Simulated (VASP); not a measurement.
A run of VASP 6.6.1:

INCAR

```
  PREC = Accurate
  ENCUT = 520
  EDIFF = 1E-6
  ISMEAR = 0
  SIGMA = 0.05
  LREAL = False
  LASPH = True
  NELM = 80
  ALGO = Normal
  ISIF = 2
  LWAVE = False
  LCHARG = False
  GGA = PE
  NBANDS = 28
```

File KPOINTS:

```
regular mesh
0
Gamma
  10 10 8
```

Contents of POSCAR:

```
SnO
1.0
    3.8672772812      0.0000000000      0.0000000000
    0.0000000000      3.8672772812      0.0000000000
    0.0000000000      0.0000000000      5.0679375214
Sn O
2 2
Direct
   -0.0646449638      0.4353550362      0.2286909982
    0.5646449638      0.0646449638      0.7713090018
    0.0068811044     -0.0068811044      0.0000000000
    0.4931188956      0.5068811044      0.0000000000
```

Potentials or basis: VASP PAW PBE potentials, release 64 (Sn_d, O).

The run is started by

```console
$ cat potpaw_PBE.64/Sn_d/POTCAR potpaw_PBE.64/O/POTCAR > POTCAR
$ mpirun -np 1 vasp_std > vasp.out
```

Hardware: 1 thread of Oxide Virtual Turin-like Processor, with other jobs on the host.

Problem. How long does it take, and how much memory?

Solution. Run time: 10 min on 1 thread of Oxide Virtual Turin-like Processor, on a shared host, peak memory 0.44 GiB. Counts: scf iterations 14, k points 227.
